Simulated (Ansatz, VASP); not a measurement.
TaTeP: VASP beside Ansatz

The input INCAR:

```
  ALGO = Normal
  EDIFF = 1E-6
  ENCUT = 520
  GGA = PE
  ISIF = 2
  ISMEAR = 0
  LASPH = T
  LCHARG = T
  LELF = T
  LREAL = F
  LVHAR = T
  LWAVE = F
  NBANDS = 18
  NELM = 80
  PREC = Accurate
  SIGMA = 0.1
```

Contents of KPOINTS:

```
k-points
0
Gamma
  4 4 4
```

File POSCAR:

```
TaTeP
1.0
    4.5017969800      0.0000000000      0.0000000000
    0.0000000000      4.5017969800      0.0000000000
    0.0000000000      0.0000000000      7.1466650200
Ta Te P
1 1 1
Direct
    0.5000000000      0.5000000000      0.5000000000
    0.5000000000      0.5000000000      0.0000000000
    0.0000000000      0.0000000000      0.5000000000
```

Input for Ansatz:

```yaml
crystal:
  lattice:
    - [4.50179698, 0.0, 0.0]
    - [0.0, 4.50179698, 0.0]
    - [0.0, 0.0, 7.14666502]
  atoms:
    - { symbol: Ta, position: [0.5, 0.5, 0.5] }
    - { symbol: Te, position: [0.5, 0.5, 0.0] }
    - { symbol: P, position: [0.0, 0.0, 0.5] }
basis:
  ecutwfc: 420
kpoints:
  mp_grid: { grid: [4, 4, 4] }
hamiltonian:
  xc: pbe
scf:
  occupations: { method: gaussian, width: 0.1 }
  lower_state_search: "off"
output:
  forces: true
  stress: true
  eigenvalues: true
```

Alike in both runs: task single point; functional PBE; k mesh 4 × 4 × 4; occupations gaussian, width 0.1 eV; no spin polarisation.

```csv
,VASP,Ansatz
version,VASP 6.6.1,Ansatz 0.2.0
potentials or method,"VASP PAW PBE potentials, release 64 (Ta_pv, Te, P), cutoff 520 eV","scalar-relativistic, plane waves, PAW"
valence electrons in the cell,22,34
```

```tsv
	VASP	Ansatz	Ansatz less VASP
gap on the k mesh at the Fermi level (eV)	none	none	-
pressure (GPa)	-13.8	-13.8	-0.01
traceless stress, the component that is largest in VASP (GPa)	2.62	2.63	+0.008
```

A gap of «none» marks a metal or a gap that the smearing closes. With one functional, cell and mesh, what is left measures potentials, basis and numerics. VASP's potentials hold 22 valence electrons a cell and Ansatz's 34, so a difference there can come from the potentials and not from the codes.

Spin-orbit coupling is off throughout.
